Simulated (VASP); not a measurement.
# CuO (Cccm) in VASP: notebook

The runs below take CuO through single point, with r2SCAN.

Everything below comes from runs of VASP 6.6.1. Logs are shortened: lines on timing, memory, paths and dates and some standing lists are left out, and cuts for length are marked.

### 1 The cell of the first run

It takes space group Cccm (No. 66, orthorhombic). Conventional cell: a = 3.982 Å, b = 4.307 Å, c = 5.156 Å, α = 90.00°, β = 90.00°, γ = 90.00°. Cu (site symmetry 2/m) has 4 O at 1.95 Å within 2.6 Å. Within 2.6 Å of O (site symmetry 222) lie 4 Cu at 1.95 Å and 2 O at 2.58 Å.

### 2 Single point, r2SCAN

Input file POSCAR:

```
CuO
1.0
    1.9909680000     -2.1535500000      0.0000000000
    1.9909680000      2.1535500000      0.0000000000
    0.0000000000      0.0000000000      5.1559280000
Cu O
2 2
Direct
    0.5000000000      0.0000000000      0.0000000000
    0.0000000000      0.5000000000      0.5000000000
    0.5000000000      0.5000000000      0.2500000000
    0.5000000000      0.5000000000      0.7500000000
```

Input file INCAR.step1:

```
PREC = Accurate
ENCUT = 520
ISMEAR = -1
SIGMA = 0.05
LREAL = F
LASPH = T
NELM = 100
NBANDS = 25
GGA = PE
ALGO = Normal
EDIFF = 1E-4
LWAVE = T
LCHARG = F
```

Input file INCAR.step2:

```
PREC = Accurate
ENCUT = 520
EDIFF = 1E-7
ISMEAR = -1
SIGMA = 0.05
LREAL = F
LASPH = T
NELM = 100
ALGO = Normal
ISIF = 2
LWAVE = F
LCHARG = T
METAGGA = R2SCAN
LMIXTAU = T
LELF = T
LVHAR = T
NBANDS = 25
ISTART = 1
```

Input file KPOINTS:

```
regular mesh
0
Gamma
  9 9 5
```

Potentials or basis: VASP PAW PBE potentials, release 64 (Cu, O).

Run with:

```
> cat potpaw_PBE.64/Cu/POTCAR potpaw_PBE.64/O/POTCAR > POTCAR
> cp INCAR.step1 INCAR
> mpirun -np 1 vasp_std > vasp.out
> cp INCAR.step2 INCAR
> mpirun -np 1 vasp_std > vasp.out
```

OUTCAR:

```text
PREC = Accurate
   ENCUT = 520
   EDIFF = 1E-7
   ISMEAR = -1
   LREAL = F
   LASPH = T
   NELM = 100
   ISIF = 2
   METAGGA = R2SCAN
   ISTART = 1

 ion  position               nearest neighbor table
   1  0.500  0.000  0.000-   3 1.95   4 1.95   3 1.95   4 1.95
   2  0.000  0.500  0.500-   3 1.95   4 1.95   3 1.95   4 1.95
   3  0.500  0.500  0.250-   1 1.95   2 1.95   1 1.95   2 1.95
   4  0.500  0.500  0.750-   1 1.95   2 1.95   1 1.95   2 1.95

  LATTYP: Found a base centered orthorhombic cell.
 ALAT       =     3.9819360000
 B/A-ratio  =     1.0816597755
 C/A-ratio  =     1.2948294498

  Lattice vectors:

 A1 = (   1.9909680000,  -2.1535500000,   0.0000000000)
 A2 = (   1.9909680000,   2.1535500000,   0.0000000000)
 A3 = (   0.0000000000,   0.0000000000,   5.1559280000)

Analysis of symmetry for initial positions (statically):
=====================================================================
 Subroutine PRICEL returns:
 Original cell was already a primitive cell.

 Routine SETGRP: Setting up the symmetry group for a
 base centered orthorhombic supercell.

 Subroutine GETGRP returns: Found  8 space group operations
 (whereof  4 operations were pure point group operations)
 out of a pool of  8 trial point group operations.

The static configuration has the point symmetry C_2h.
 The point group associated with its full space group is D_2h.

Analysis of symmetry for dynamics (positions and initial velocities):
=====================================================================
 Subroutine PRICEL returns:
 Original cell was already a primitive cell.

 Routine SETGRP: Setting up the symmetry group for a
 base centered orthorhombic supercell.

 Subroutine GETGRP returns: Found  8 space group operations
 (whereof  4 operations were pure point group operations)
 out of a pool of  8 trial point group operations.

The dynamic configuration has the point symmetry C_2h.
 The point group associated with its full space group is D_2h.

 Subroutine INISYM returns: Found  8 space group operations
 (whereof  4 operations are pure point group operations),
 and found     1 'primitive' translations

----------------------------------------------------------------------------------------

                                     Primitive cell

  volume of cell :      44.2136

  direct lattice vectors                    reciprocal lattice vectors
     1.990968000 -2.153550000  0.000000000     0.251134122 -0.232174781  0.000000000
     1.990968000  2.153550000  0.000000000     0.251134122  0.232174781  0.000000000
     0.000000000  0.000000000  5.155928000     0.000000000  0.000000000  0.193951506

  length of vectors
     2.932870809  2.932870809  5.155928000     0.342013854  0.342013854  0.193951506

  position of ions in fractional coordinates (direct lattice)
     0.500000000  0.000000000  0.000000000
     0.000000000  0.500000000  0.500000000
     0.500000000  0.500000000  0.250000000
     0.500000000  0.500000000  0.750000000

  ion indices of the primitive-cell ions
   primitive index   ion index
                 1           1
                 2           2
                 3           3
                 4           4

----------------------------------------------------------------------------------------

 KPOINTS: regular mesh

Automatic generation of k-mesh.
 Grid dimensions read from file:
 generate k-points for:    9    9    5

 Generating k-lattice:

  Cartesian coordinates                     Fractional coordinates (reciprocal lattice)
     0.027903791 -0.025797198  0.000000000     0.111111111  0.000000000  0.000000000
     0.027903791  0.025797198  0.000000000     0.000000000  0.111111111  0.000000000
     0.000000000  0.000000000  0.038790301     0.000000000  0.000000000  0.200000000

  Length of vectors
     0.038001539  0.038001539  0.038790301

  Shift w.r.t. Gamma in fractional coordinates (k-lattice)
     0.000000000  0.000000000  0.000000000

 Subroutine IBZKPT returns following result:
 ===========================================

 Found     75 irreducible k-points:

 Following reciprocal coordinates:
            Coordinates               Weight
  0.000000  0.000000  0.000000      1.000000
  0.111111  0.000000  0.000000      4.000000
  0.222222  0.000000  0.000000      4.000000
  0.333333  0.000000  0.000000      4.000000
  0.444444  0.000000  0.000000      4.000000
  0.111111  0.111111  0.000000      2.000000
[... 16 lines left out ...]
 -0.333333  0.333333  0.000000      2.000000
  0.444444  0.444444  0.000000      2.000000
 [... further k-points ...]
   k-points           NKPTS =     75   k-points in BZ     NKDIM =     75   number of bands    NBANDS=     25
   number of dos      NEDOS =    301   number of ions     NIONS =      4
   total plane-waves  NPLWV =  23040
   dimension x,y,z NGX =    24 NGY =   24 NGZ =   40
   dimension x,y,z NGXF=    48 NGYF=   48 NGZF=   80
   ions per type =               2   2
   NGX,Y,Z   is equivalent  to a cutoff of  13.60, 13.60, 12.90 a.u.
   NGXF,Y,Z  is equivalent  to a cutoff of  27.21, 27.21, 25.79 a.u.
 SYSTEM =  unknown system
   PREC   = accura    normal or accurate (medium, high low for compatibility)
   ISTART =      1    job   : 0-new  1-cont  2-samecut
   ICHARG =      0    charge: 1-file 2-atom 10-const
   ISPIN  =      1    spin polarized calculation?
   LNONCOLLINEAR =      F non collinear calculations
   LSORBIT =      F    spin-orbit coupling
   LASPH  =      T    aspherical Exc in radial PAW
   ENCUT  =  520.0 eV  38.22 Ry    6.18 a.u.   5.45  5.45  9.59*2*pi/ulx,y,z
   NELM   =    100;   NELMIN=  2; NELMDL=  0     # of ELM steps
   EDIFF  = 0.1E-06   stopping-criterion for ELM
   LREAL  =      F    real-space projection
   EDIFFG = 0.1E-05   stopping-criterion for IOM
   NSW    =      0    number of steps for IOM
   IBRION =     -1    ionic relax: 0-MD 1-quasi-New 2-CG
   NFREE  =      0    steps in history (QN), initial steepest desc. (CG)
   ISIF   =      2    stress and relaxation
   ISYM   =      2    0-nonsym 1-usesym 2-fastsym
   POTIM  = 0.5000    time-step for ionic-motion
   TEBEG  =    0.0;   TEEND  =   0.0 temperature during run
   PSTRESS=    0.0 pullay stress
   NELECT =      34.0000    total number of electrons
   NUPDOWN=      -1.0000    fix difference up-down
   EMIN   =  10.00;   EMAX   =-10.00  energy-range for DOS
   EFERMI =   0.00;   METHOD = LEGACY
   ISMEAR =    -1;   SIGMA  =   0.05  broadening in eV -4-tet -1-fermi 0-gaus
   EFERMI_NEDOS =   21; number of points for ismear=-14 and -15
   IALGO  =     38    algorithm
   IMIX   =      4    mixing-type and parameters
     AMIX     =   0.40;   BMIX     =  1.00
     AMIX_MAG =   1.60;   BMIX_MAG =  1.00
  volume/ion in A,a.u.               =      11.05        74.59
  Fermi-wavevector in a.u.,A,eV,Ry     =   1.499854  2.834314 30.607167  2.249563
  Thomas-Fermi vector in A             =   2.611430
   LORBIT       =      0    0 simple, 1 ext, 2 COOP (PROOUT), +10 PAW based schemes
   METAGGA = R2SCAN    functional components
   LHFCALC =     F    Hartree Fock is set to
   AEXX    =    0.0000 exact exchange contribution
   IVDW    =     0    specifies the selected vdW correction
   LEPSILON=     F    determine dielectric tensor
   LRPA    =     F    only Hartree local field effects (RPA)
 non-spin polarized calculation
  energy-cutoff  :      520.00
  volume of cell :       44.21
 maximum number of plane-waves:      1209
 NGX is ok and might be reduce to    24
   NGX = 11   NGY = 11   NGZ = 19

 number of electron      33.9999999 magnetization

 Free energy of the ion-electron system (eV)
  ---------------------------------------------------
  ext. energy  EPLUGINS =         0.00000000
  ---------------------------------------------------
  free energy    TOTEN  =       -36.46296423 eV

  energy without entropy =      -36.44352970  energy(sigma->0) =      -36.45324697

 E-fermi :   4.7015     XC(G=0): -12.0172

 val. band max:        4.6955883103   @ k =   0.1111   0.1111   0.4000
 cond. band min:       4.7366901489   @ k =   0.4444   0.0000   0.2000
 fundamental gap:      0.0411018386
 Fermi energy:         4.7014620521

 k-point     1 :       0.0000    0.0000    0.0000
  band No.  band energies     occupation
      1     -16.2230      2.00000
      2     -14.9605      2.00000
      3      -3.6054      2.00000
      4      -0.9711      2.00000
      5      -0.8122      2.00000
      6       0.8725      2.00000
[... 17 lines left out ...]
     24      20.0049      0.00000
     25      20.3537      0.00000

 k-point     2 :       0.1111    0.0000    0.0000
  band No.  band energies     occupation
      1     -16.1606      2.00000
      2     -14.9412      2.00000
      3      -3.4924      2.00000
      4      -0.9987      2.00000
      5      -0.8175      2.00000
      6       0.1667      2.00000
[... 17 lines left out ...]
     24      20.1765      0.00000
     25      20.4091      0.00000

 k-point     3 :       0.2222    0.0000    0.0000
  band No.  band energies     occupation
      1     -15.9973      2.00000
      2     -14.8911      2.00000
      3      -3.1920      2.00000
      4      -1.0931      2.00000
      5      -0.9444      2.00000
      6      -0.7589      2.00000
[... 17 lines left out ...]
     24      20.2220      0.00000
     25      20.5019      0.00000

 k-point     4 :       0.3333    0.0000    0.0000
  band No.  band energies     occupation
      1     -15.8016      2.00000
      2     -14.8332      2.00000
      3      -2.8225      2.00000
      4      -1.9231      2.00000
      5      -1.1406      2.00000
      6      -0.6645      2.00000
[... 17 lines left out ...]
     24      19.2940      0.00000
     25      20.2455      0.00000
[... 477 lines left out ...]
 k-point    22 :      -0.4444    0.3333    0.0000
  band No.  band energies     occupation
      1     -15.2966      2.00000
      2     -14.7056      2.00000
      3      -2.1976      2.00000
      4      -1.6831      2.00000
      5      -1.5318      2.00000
      6      -0.8102      2.00000
[... 17 lines left out ...]
     24      17.2653      0.00000
     25      18.1287      0.00000

 k-point    23 :      -0.3333    0.3333    0.0000
  band No.  band energies     occupation
      1     -15.4245      2.00000
      2     -14.7383      2.00000
      3      -1.9912      2.00000
      4      -1.8020      2.00000
      5      -1.4453      2.00000
      6      -0.8727      2.00000
[... 17 lines left out ...]
     24      17.7492      0.00000
     25      18.4989      0.00000

 k-point    24 :       0.4444    0.4444    0.0000
  band No.  band energies     occupation
      1     -15.1727      2.00000
      2     -14.6759      2.00000
      3      -2.2393      2.00000
      4      -1.9407      2.00000
      5      -1.3307      2.00000
      6      -0.7515      2.00000
[... 17 lines left out ...]
     24      16.9088      0.00000
     25      16.9487      0.00000

 [... further k-points ...]

------------------------ aborting loop because EDIFF is reached ----------------------------------------

  FORCE on cell =-STRESS in cart. coord.  units (eV):
  Direction    XX          YY          ZZ          XY          YZ          ZX
  --------------------------------------------------------------------------------------
  -------------------------------------------------------------------------------------
  Total       -0.8800829     -1.2087538     -1.2091858      0.0000000      0.0000000      0.0000000
  in kB      -31.8917313    -43.8018400    -43.8174954      0.0000000      0.0000000      0.0000000
  external PRESSURE =     -39.8370222 kB  Pullay stress =       0.0000000 kB

 VOLUME and BASIS-vectors are now :
 -----------------------------------------------------------------------------
  energy-cutoff  :      520.00
  volume of cell :       44.21
      direct lattice vectors                 reciprocal lattice vectors
     1.990968000 -2.153550000  0.000000000     0.251134122 -0.232174781  0.000000000
     1.990968000  2.153550000  0.000000000     0.251134122  0.232174781  0.000000000
     0.000000000  0.000000000  5.155928000     0.000000000  0.000000000  0.193951506

 POSITION                                       TOTAL-FORCE (eV/Angst)
 -----------------------------------------------------------------------------------
      0.99548     -1.07678      0.00000         0.000000      0.000000      0.000000
      0.99548      1.07678      2.57796        -0.000000      0.000000      0.000000
      1.99097      0.00000      1.28898        -0.000000      0.000000     -0.000000
      1.99097      0.00000      3.86695        -0.000000     -0.000000      0.000000
 -----------------------------------------------------------------------------------
    total drift:                                0.000000     -0.000000     -0.000000

  FREE ENERGIE OF THE ION-ELECTRON SYSTEM (eV)
  ---------------------------------------------------
  free  energy   TOTEN  =       -36.4629642322 eV

  energy  without entropy=      -36.4435297039  energy(sigma->0) =      -36.45324697
```

It took 2 min on 1 thread of Intel Xeon 6975P-C (Granite Rapids), shared host; peak memory 0.21 GiB.

Results:

| Quantity | Value |
| --- | --- |
| Free energy | -36.4630 eV |
| Pressure | -4.0 GPa |
| Band gap on the k mesh | zero (bands 17 and 18 overlap by 0.86 eV) |

Stress tensor (GPa, compression positive):
```
-3.19  0.00  0.00
 0.00 -4.38  0.00
 0.00  0.00 -4.38
```

Caveat: the cell stands under tension; the PAW data sets were made with another functional, which shifts forces and pressure a little; semilocal functionals often make such compounds metallic where correlation or magnetic order opens a gap, which also shifts bond lengths. With open d or f shells a metallic result of r2SCAN can be an artefact of self-interaction; +U or a hybrid may open a gap.

### 3 Single point, r2SCAN

This run uses another cell than the first one, of 11.27 Å³/atom.

Input file POSCAR:

```
CuO
1.0
    2.0041536028     -2.1678123362      0.0000000000
    2.0041536028      2.1678123362      0.0000000000
    0.0000000000      0.0000000000      5.1900742137
Cu O
2 2
Direct
    0.5000000000      0.0000000000      0.0000000000
    0.0000000000      0.5000000000      0.5000000000
    0.5000000000      0.5000000000      0.2500000000
    0.5000000000      0.5000000000      0.7500000000
```

Input file INCAR.step1:

```
PREC = Accurate
ENCUT = 520
ISMEAR = -1
SIGMA = 0.05
LREAL = False
LASPH = True
NELM = 60
NBANDS = 25
GGA = PE
ALGO = Normal
EDIFF = 1E-4
LWAVE = True
LCHARG = False
```

Input file INCAR.step2:

```
PREC = Accurate
ENCUT = 520
EDIFF = 1E-6
ISMEAR = -1
SIGMA = 0.05
LREAL = False
LASPH = True
NELM = 60
ALGO = Normal
ISIF = 2
LWAVE = False
LCHARG = False
METAGGA = R2SCAN
LMIXTAU = True
NBANDS = 25
ISTART = 1
```

KPOINTS is that of step 2.

Potentials or basis: VASP PAW PBE potentials, release 64 (Cu, O).

Run with:

```
> cat potpaw_PBE.64/Cu/POTCAR potpaw_PBE.64/O/POTCAR > POTCAR
> cp INCAR.step1 INCAR
> mpirun -np 1 vasp_std > vasp.out
> cp INCAR.step2 INCAR
> mpirun -np 1 vasp_std > vasp.out
```

Run time: 1.7 min. Hardware: 1 thread of Intel Xeon 6975P-C (Granite Rapids), shared host; peak memory 0.21 GiB.

Results (log left out):

- Free energy: -36.4339 eV
- Pressure: -6.8 GPa
- Band gap on the k mesh: zero (bands 17 and 18 overlap by 0.84 eV)

Stress tensor (GPa, compression positive):
```
-5.54  0.00  0.00
 0.00 -6.97  0.00
 0.00  0.00 -8.03
```

Levels at points of the mesh, in eV from the Fermi level:
```csv
k point,band 15,band 16,band 17,band 18,band 19,band 20
"(0.00, 0.00, 0.00)",-2.42,-2.05,0.58,0.78,1.66,6.57
```

Caveat: the cell stands under tension; the PAW data sets were made with another functional, which shifts forces and pressure a little; semilocal functionals often make such compounds metallic where correlation or magnetic order opens a gap, which also shifts bond lengths. With open d or f shells a metallic result of r2SCAN can be an artefact of self-interaction; +U or a hybrid may open a gap.

### 4 Single point, r2SCAN

This run uses another cell than the first one, of 11.50 Å³/atom.

Input file POSCAR:

```
CuO
1.0
    2.0171679519     -2.1818894341      0.0000000000
    2.0171679519      2.1818894341      0.0000000000
    0.0000000000      0.0000000000      5.2237769386
Cu O
2 2
Direct
    0.5000000000      0.0000000000      0.0000000000
    0.0000000000      0.5000000000      0.5000000000
    0.5000000000      0.5000000000      0.2500000000
    0.5000000000      0.5000000000      0.7500000000
```

Input file INCAR.step1:

```
  ALGO = Normal
  EDIFF = 1E-4
  ENCUT = 520
  GGA = PE
  ISMEAR = -1
  LASPH = T
  LCHARG = F
  LREAL = F
  LWAVE = T
  NBANDS = 25
  NELM = 60
  PREC = Accurate
  SIGMA = 0.05
```

Input file INCAR.step2:

```
  ALGO = Normal
  EDIFF = 1E-6
  ENCUT = 520
  ISIF = 2
  ISMEAR = -1
  ISTART = 1
  LASPH = T
  LCHARG = F
  LMIXTAU = T
  LREAL = F
  LWAVE = F
  METAGGA = R2SCAN
  NBANDS = 25
  NELM = 60
  PREC = Accurate
  SIGMA = 0.05
```

Input file KPOINTS:

```
k-points
0
Gamma
  9 9 5
```

Run with:

```
> cat potpaw_PBE.64/Cu/POTCAR potpaw_PBE.64/O/POTCAR > POTCAR
> cp INCAR.step1 INCAR
> mpirun -np 1 vasp_std > vasp.out
> cp INCAR.step2 INCAR
> mpirun -np 1 vasp_std > vasp.out
```

Wall time 95 s (1 thread of Intel Xeon 6975P-C (Granite Rapids), shared host); peak memory 0.21 GiB.

It converged, with:

| Property | Result |
| --- | --- |
| Free energy | -36.3896 eV |
| Pressure | -9.4 GPa |
| Band gap on the k mesh | zero (bands 17 and 18 overlap by 0.83 eV) |

Stress tensor (GPa, compression positive):
```
 -7.70   0.00   0.00
  0.00  -9.34   0.00
  0.00   0.00 -11.29
```

Levels at points of the mesh, in eV from the Fermi level:
```csv
k point,band 15,band 16,band 17,band 18,band 19,band 20
"(0.00, 0.00, 0.00)",-2.36,-2.01,0.57,0.76,1.61,6.55
```

Caveat: the cell stands under tension; the PAW data sets were made with another functional, which shifts forces and pressure a little; semilocal functionals often make such compounds metallic where correlation or magnetic order opens a gap, which also shifts bond lengths. With open d or f shells a metallic result of r2SCAN can be an artefact of self-interaction; +U or a hybrid may open a gap.

### 5 Overview

| cell | gap on the mesh (eV) | pressure (GPa) |
| --- | --- | --- |
| a = 2.933, b = 2.933, c = 5.156 Å, angles 90.0, 90.0, 94.5°, 4 atoms | none | -4.0 |
| a = 2.952, b = 2.952, c = 5.190 Å, angles 90.0, 90.0, 94.5°, 4 atoms | none | -6.8 |
| a = 2.971, b = 2.971, c = 5.224 Å, angles 90.0, 90.0, 94.5°, 4 atoms | none | -9.4 |

Alike in all rows: task single point; level r2SCAN; potentials or basis VASP PAW PBE potentials, release 64 (Cu, O); no spin polarisation; k mesh 9 × 9 × 5; cutoff (eV) 520; smearing fermi-dirac 0.05 eV.

Caveats: the cell stands under tension; the PAW data sets were made with another functional, which shifts forces and pressure a little; semilocal functionals often make such compounds metallic where correlation or magnetic order opens a gap, which also shifts bond lengths.

Absolute energies hang on the potentials; compare differences alone.

The gap in the log of VASP goes by the Fermi energy; the results here count the filled bands.